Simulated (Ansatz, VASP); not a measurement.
**AlN in VASP and in Ansatz**

INCAR

```
SYSTEM = AlN
ALGO = Normal
EDIFF = 1E-6
ENCUT = 600
GGA_COMPAT = .FALSE.
ISIF = 2
ISMEAR = 0
LASPH = .TRUE.
LCHARG = .TRUE.
LELF = .TRUE.
LREAL = .FALSE.
LVHAR = .TRUE.
LWAVE = .FALSE.
NBANDS = 16
NELM = 120
PREC = Accurate
SIGMA = 0.05
```

File KPOINTS:

```
k-points
0
G
  9 9 6
  0 0 0
```

Contents of POSCAR:

```
AlN
1.0
    3.3617974779      0.0000000000      0.0000000000
   -1.6808987390      2.9114020183      0.0000000000
    0.0000000000      0.0000000000      4.3131898900
Al N
2 2
Direct
    0.3333333333      0.6666666667      0.7500000000
    0.6666666667      0.3333333333      0.2500000000
    0.3333333333      0.6666666667      0.2500000000
    0.6666666667      0.3333333333      0.7500000000
```

Input for Ansatz:

```yaml
crystal:
  lattice:
    - [3.3617974779, 0.0, 0.0]
    - [-1.680898739, 2.9114020183, 0.0]
    - [0.0, 0.0, 4.31318989]
  atoms:
    - { symbol: Al, position: [0.3333333333, 0.6666666667, 0.75] }
    - { symbol: Al, position: [0.6666666667, 0.3333333333, 0.25] }
    - { symbol: "N", position: [0.3333333333, 0.6666666667, 0.25] }
    - { symbol: "N", position: [0.6666666667, 0.3333333333, 0.75] }
basis:
  ecutwfc: 420
kpoints:
  mp_grid: { grid: [9, 9, 6] }
hamiltonian:
  xc: lda
scf:
  occupations: { method: gaussian, width: 0.05 }
output:
  forces: true
  stress: true
  eigenvalues: true
```

Change from the starting cell: strain +0.015 along x and y, +0.030 along z, atoms carried along.

Alike in both runs: task single point; functional LDA; k mesh 9 × 9 × 6; occupations gaussian, width 0.05 eV; no spin polarisation.

```csv
,VASP,Ansatz
version,VASP 6.6.1,Ansatz 0.2.0
potentials or method,"VASP PAW LDA potentials, release 64 (Al, N), cutoff 600 eV","scalar-relativistic, plane waves, PAW"
valence electrons in the cell,16,16
```

|  | VASP | Ansatz | Ansatz less VASP |
| --- | --- | --- | --- |
| gap on the k mesh at the Fermi level (eV) | 2.79 | 2.79 | -0.008 |
| least direct gap on the mesh (eV) | 2.79 | 2.79 | -0.008 |
| pressure (GPa) | -18.1 | -18.3 | -0.27 |
| traceless stress, the component that is largest in VASP (GPa) | 0.23 | 0.42 | +0.191 |

LDA's correlation is that of Perdew and Zunger in VASP and of Perdew and Wang (1992) in Ansatz.
